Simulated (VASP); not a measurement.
# K (R-3m) in VASP: notebook

K is run at these levels: PBEsol; tasks: single point.

Program: VASP 6.6.1. These are calculated values, not measurements. Logs are shortened: lines on timing, memory, paths and dates and some standing lists are left out, and cuts for length are marked.

## (1) The cell of the first run

Symmetry: R-3m, No. 166, trigonal system. Conventional cell: a = 4.786 Å, b = 4.786 Å, c = 34.916 Å, α = 90.00°, β = 90.00°, γ = 120.00°.

## (2) Single point, PBEsol

Contents of INCAR:

```
ALGO     = Normal         # electronic algorithm
EDIFF    = 1E-6           # SCF threshold, eV
ENCUT    = 500            # plane-wave cutoff, eV
GGA      = PS             # functional
GGA_COMPAT= F            
ISIF     = 2              # what is computed and relaxed
ISMEAR   = -1             # smearing method
LASPH    = T              # aspherical terms in the spheres
LCHARG   = F              # write CHGCAR
LREAL    = F              # projectors in reciprocal space
LWAVE    = F              # write WAVECAR
NBANDS   = 20             # bands
NELM     = 120            # most SCF steps
PREC     = Accurate       # precision mode
SIGMA    = 0.05           # smearing width, eV
```

Contents of KPOINTS:

```
k-points
0
Gamma
  7 7 7
```

Contents of POSCAR:

```
K
1.0
    2.3932140000      1.3817227471     11.6385730000
   -2.3932140000      1.3817227471     11.6385730000
    0.0000000000     -2.7634454943     11.6385730000
K
3
Direct
    0.0000000000      0.0000000000      0.0000000000
    0.7777416667      0.7777416667      0.7777416667
    0.2222583333      0.2222583333      0.2222583333
```

Potentials or basis: VASP PAW PBE potentials, release 64 (K_sv).

The run is started by

```bash
$ cat potpaw_PBE.64/K_sv/POTCAR > POTCAR
$ mpirun -np 1 vasp_std > vasp.out
```

OUTCAR:

```text
EDIFF = 1E-6
   ENCUT = 500
   GGA = PS
   ISIF = 2
   ISMEAR = -1
   LASPH = T
   LREAL = F
   NELM = 120
   PREC = Accurate

 ion  position               nearest neighbor table
   1  0.000  0.000  0.000-
   2  0.778  0.778  0.778-
   3  0.222  0.222  0.222-

  LATTYP: Found a trigonal (rhomboedric) cell.
 ALAT       =    11.9621491579
 COS(alpha) =     0.9199475481

  Lattice vectors:

 A1 = (   2.3932140000,   1.3817227471,  11.6385730000)
 A2 = (  -2.3932140000,   1.3817227471,  11.6385730000)
 A3 = (   0.0000000000,  -2.7634454943,  11.6385730000)

Analysis of symmetry for initial positions (statically):
=====================================================================
 Subroutine PRICEL returns:
 Original cell was already a primitive cell.

 Routine SETGRP: Setting up the symmetry group for a
 trigonal (rhombohedral) supercell.

 Subroutine GETGRP returns: Found 12 space group operations
 (whereof 12 operations were pure point group operations)
 out of a pool of 12 trial point group operations.

The static configuration has the point symmetry D_3d.

Analysis of symmetry for dynamics (positions and initial velocities):
=====================================================================
 Subroutine PRICEL returns:
 Original cell was already a primitive cell.

 Routine SETGRP: Setting up the symmetry group for a
 trigonal (rhombohedral) supercell.

 Subroutine GETGRP returns: Found 12 space group operations
 (whereof 12 operations were pure point group operations)
 out of a pool of 12 trial point group operations.

The dynamic configuration has the point symmetry D_3d.

 Subroutine INISYM returns: Found 12 space group operations
 (whereof 12 operations are pure point group operations),
 and found     1 'primitive' translations

----------------------------------------------------------------------------------------

                                     Primitive cell

  volume of cell :     230.9157

  direct lattice vectors                    reciprocal lattice vectors
     2.393214000  1.381722747 11.638573000     0.208924066  0.120622366  0.028640395
    -2.393214000  1.381722747 11.638573000    -0.208924066  0.120622366  0.028640395
     0.000000000 -2.763445494 11.638573000     0.000000000 -0.241244732  0.028640395

  length of vectors
    11.962149158 11.962149158 11.962149158     0.242938866  0.242938866  0.242938866

  position of ions in fractional coordinates (direct lattice)
     0.000000000  0.000000000  0.000000000
     0.777741667  0.777741667  0.777741667
     0.222258333  0.222258333  0.222258333

  ion indices of the primitive-cell ions
   primitive index   ion index
                 1           1
                 2           2
                 3           3

----------------------------------------------------------------------------------------

 KPOINTS: k-points

Automatic generation of k-mesh.
 Grid dimensions read from file:
 generate k-points for:    7    7    7

 Generating k-lattice:

  Cartesian coordinates                     Fractional coordinates (reciprocal lattice)
     0.029846295  0.017231767  0.004091485     0.142857143 -0.000000000  0.000000000
    -0.029846295  0.017231767  0.004091485    -0.000000000  0.142857143  0.000000000
     0.000000000 -0.034463533  0.004091485     0.000000000  0.000000000  0.142857143

  Length of vectors
     0.034705552  0.034705552  0.034705552

  Shift w.r.t. Gamma in fractional coordinates (k-lattice)
     0.000000000  0.000000000  0.000000000

 Subroutine IBZKPT returns following result:
 ===========================================

 Found     44 irreducible k-points:

 Following reciprocal coordinates:
            Coordinates               Weight
  0.000000  0.000000  0.000000      1.000000
  0.142857  0.000000  0.000000      6.000000
  0.285714  0.000000  0.000000      6.000000
  0.428571 -0.000000  0.000000      6.000000
  0.142857  0.142857  0.000000      6.000000
  0.285714  0.142857  0.000000     12.000000
[... 16 lines left out ...]
  0.285714  0.285714  0.142857      6.000000
  0.428571  0.285714  0.142857     12.000000
 [... further k-points ...]
   k-points           NKPTS =     44   k-points in BZ     NKDIM =     44   number of bands    NBANDS=     20
   number of dos      NEDOS =    301   number of ions     NIONS =      3
   total plane-waves  NPLWV = 729000
   dimension x,y,z NGX =    90 NGY =   90 NGZ =   90
   dimension x,y,z NGXF=   180 NGYF=  180 NGZF=  180
   ions per type =               3
   NGX,Y,Z   is equivalent  to a cutoff of  12.51, 12.51, 12.51 a.u.
   NGXF,Y,Z  is equivalent  to a cutoff of  25.02, 25.02, 25.02 a.u.
 SYSTEM =  unknown system
   PREC   = accura    normal or accurate (medium, high low for compatibility)
   ISTART =      0    job   : 0-new  1-cont  2-samecut
   ICHARG =      2    charge: 1-file 2-atom 10-const
   ISPIN  =      1    spin polarized calculation?
   LNONCOLLINEAR =      F non collinear calculations
   LSORBIT =      F    spin-orbit coupling
   LASPH  =      T    aspherical Exc in radial PAW
   ENCUT  =  500.0 eV  36.75 Ry    6.06 a.u.  21.81 21.81 21.81*2*pi/ulx,y,z
   NELM   =    120;   NELMIN=  2; NELMDL= -5     # of ELM steps
   EDIFF  = 0.1E-05   stopping-criterion for ELM
   LREAL  =      F    real-space projection
   EDIFFG = 0.1E-04   stopping-criterion for IOM
   NSW    =      0    number of steps for IOM
   IBRION =     -1    ionic relax: 0-MD 1-quasi-New 2-CG
   NFREE  =      0    steps in history (QN), initial steepest desc. (CG)
   ISIF   =      2    stress and relaxation
   ISYM   =      2    0-nonsym 1-usesym 2-fastsym
   POTIM  = 0.5000    time-step for ionic-motion
   TEBEG  =    0.0;   TEEND  =   0.0 temperature during run
   PSTRESS=    0.0 pullay stress
   NELECT =      27.0000    total number of electrons
   NUPDOWN=      -1.0000    fix difference up-down
   EMIN   =  10.00;   EMAX   =-10.00  energy-range for DOS
   EFERMI =   0.00;   METHOD = LEGACY
   ISMEAR =    -1;   SIGMA  =   0.05  broadening in eV -4-tet -1-fermi 0-gaus
   EFERMI_NEDOS =   21; number of points for ismear=-14 and -15
   IALGO  =     38    algorithm
   IMIX   =      4    mixing-type and parameters
     AMIX     =   0.40;   BMIX     =  1.00
     AMIX_MAG =   1.60;   BMIX_MAG =  1.00
  volume/ion in A,a.u.               =      76.97       519.43
  Fermi-wavevector in a.u.,A,eV,Ry     =   0.800531  1.512785  8.719297  0.640850
  Thomas-Fermi vector in A             =   1.907845
   LORBIT       =      0    0 simple, 1 ext, 2 COOP (PROOUT), +10 PAW based schemes
   GGA     = PS    functional components
   LHFCALC =     F    Hartree Fock is set to
   AEXX    =    0.0000 exact exchange contribution
   IVDW    =     0    specifies the selected vdW correction
   LEPSILON=     F    determine dielectric tensor
   LRPA    =     F    only Hartree local field effects (RPA)
 non-spin polarized calculation
  energy-cutoff  :      500.00
  volume of cell :      230.92
 maximum number of plane-waves:      5894
 NGX is ok and might be reduce to    90
   NGX = 43   NGY = 43   NGZ = 43

 number of electron      27.0000002 magnetization

 Free energy of the ion-electron system (eV)
  ---------------------------------------------------
  ext. energy  EPLUGINS =         0.00000000
  ---------------------------------------------------
  free energy    TOTEN  =        -3.40554184 eV

  energy without entropy =       -3.39031731  energy(sigma->0) =       -3.39792958

 E-fermi :  -0.2289     XC(G=0):  -5.5840

 val. band max:       -0.2746712565   @ k =   0.2857   0.1429   0.0000
 cond. band min:      -0.2187675590   @ k =   0.2857   0.0000   0.0000
 fundamental gap:      0.0559036975
 Fermi energy:        -0.2288675528

 k-point     1 :       0.0000    0.0000    0.0000
  band No.  band energies     occupation
      1     -32.2804      2.00000
      2     -32.2781      2.00000
      3     -32.2780      2.00000
      4     -15.8370      2.00000
      5     -15.8370      2.00000
      6     -15.8002      2.00000
[... 12 lines left out ...]
     19       3.7437      0.00000
     20       3.8255      0.00000

 k-point     2 :       0.1429    0.0000    0.0000
  band No.  band energies     occupation
      1     -32.2799      2.00000
      2     -32.2779      2.00000
      3     -32.2776      2.00000
      4     -15.8378      2.00000
      5     -15.8340      2.00000
      6     -15.8081      2.00000
[... 12 lines left out ...]
     19       3.1912      0.00000
     20       3.6001      0.00000

 k-point     3 :       0.2857    0.0000    0.0000
  band No.  band energies     occupation
      1     -32.2787      2.00000
      2     -32.2773      2.00000
      3     -32.2770      2.00000
      4     -15.8384      2.00000
      5     -15.8364      2.00000
      6     -15.8240      2.00000
[... 12 lines left out ...]
     19       2.3472      0.00000
     20       2.8590      0.00000

 k-point     4 :       0.4286   -0.0000    0.0000
  band No.  band energies     occupation
      1     -32.2776      2.00000
      2     -32.2768      2.00000
      3     -32.2766      2.00000
      4     -15.8476      2.00000
      5     -15.8432      2.00000
      6     -15.8389      2.00000
[... 12 lines left out ...]
     19       2.2333      0.00000
     20       2.5472      0.00000

 k-point     5 :       0.1429    0.1429    0.0000
  band No.  band energies     occupation
      1     -32.2799      2.00000
      2     -32.2780      2.00000
      3     -32.2775      2.00000
      4     -15.8399      2.00000
      5     -15.8316      2.00000
      6     -15.8073      2.00000
[... 12 lines left out ...]
     19       3.1483      0.00000
     20       3.6232      0.00000
[... 353 lines left out ...]
      6     -15.8371      2.00000
[... 12 lines left out ...]
     19       2.3059      0.00000
     20       2.5418      0.00000

 k-point    22 :      -0.1429    0.1429    0.1429
  band No.  band energies     occupation
      1     -32.2787      2.00000
      2     -32.2772      2.00000
      3     -32.2770      2.00000
      4     -15.8389      2.00000
      5     -15.8373      2.00000
      6     -15.8222      2.00000
[... 12 lines left out ...]
     19       2.3819      0.00000
     20       2.9610      0.00000

 k-point    23 :       0.2857    0.2857    0.1429
  band No.  band energies     occupation
      1     -32.2797      2.00000
      2     -32.2784      2.00000
      3     -32.2772      2.00000
      4     -15.8444      2.00000
      5     -15.8248      2.00000
      6     -15.8087      2.00000
[... 12 lines left out ...]
     19       3.2342      0.00000
     20       3.5757      0.00000

 k-point    24 :       0.4286    0.2857    0.1429
  band No.  band energies     occupation
      1     -32.2788      2.00000
      2     -32.2780      2.00000
      3     -32.2768      2.00000
      4     -15.8403      2.00000
      5     -15.8291      2.00000
      6     -15.8194      2.00000
[... 12 lines left out ...]
     19       2.6601      0.00000
     20       2.9815      0.00000

 [... further k-points ...]
[... 5 lines left out ...]
  --------------------------------------------------------------------------------------
  -------------------------------------------------------------------------------------
  Total       -0.4543822     -0.4543822     -0.2451122      0.0000000      0.0000000      0.0000000
  in kB       -3.1526694     -3.1526694     -1.7006782      0.0000000      0.0000000      0.0000000
  external PRESSURE =      -2.6686723 kB  Pullay stress =       0.0000000 kB

 VOLUME and BASIS-vectors are now :
 -----------------------------------------------------------------------------
  energy-cutoff  :      500.00
  volume of cell :      230.92
      direct lattice vectors                 reciprocal lattice vectors
     2.393214000  1.381722747 11.638573000     0.208924066  0.120622366  0.028640395
    -2.393214000  1.381722747 11.638573000    -0.208924066  0.120622366  0.028640395
     0.000000000 -2.763445494 11.638573000     0.000000000 -0.241244732  0.028640395

 POSITION                                       TOTAL-FORCE (eV/Angst)
 -----------------------------------------------------------------------------------
      0.00000      0.00000      0.00000         0.000000      0.000000      0.000000
      0.00000     -0.00000     27.15541         0.000000     -0.000000      0.000908
      0.00000     -0.00000      7.76031         0.000000      0.000000     -0.000908
 -----------------------------------------------------------------------------------
    total drift:                               -0.000000      0.000000     -0.000000

  FREE ENERGIE OF THE ION-ELECTRON SYSTEM (eV)
  ---------------------------------------------------
  free  energy   TOTEN  =        -3.4055418402 eV

  energy  without entropy=       -3.3903173112  energy(sigma->0) =       -3.39792958
```

It took 23 min on 1 thread of Intel Xeon Platinum 8375C at 2.90GHz (Ice Lake), shared host; peak memory 1.2 GiB.

What came out:

* Free energy: -3.4055 eV
* Pressure: -0.3 GPa
* Band gap on the k mesh: zero (an odd number of electrons rules out a gap without spin polarisation)

Stress tensor (GPa, compression positive):
```
-0.32  0.00  0.00
 0.00 -0.32  0.00
 0.00  0.00 -0.17
```

Caveat: the PAW data sets were made with another functional, which shifts forces and pressure a little.

(Continued in part 2 of 2.)

The gap in the log of VASP goes by the Fermi energy; the results here count the filled bands.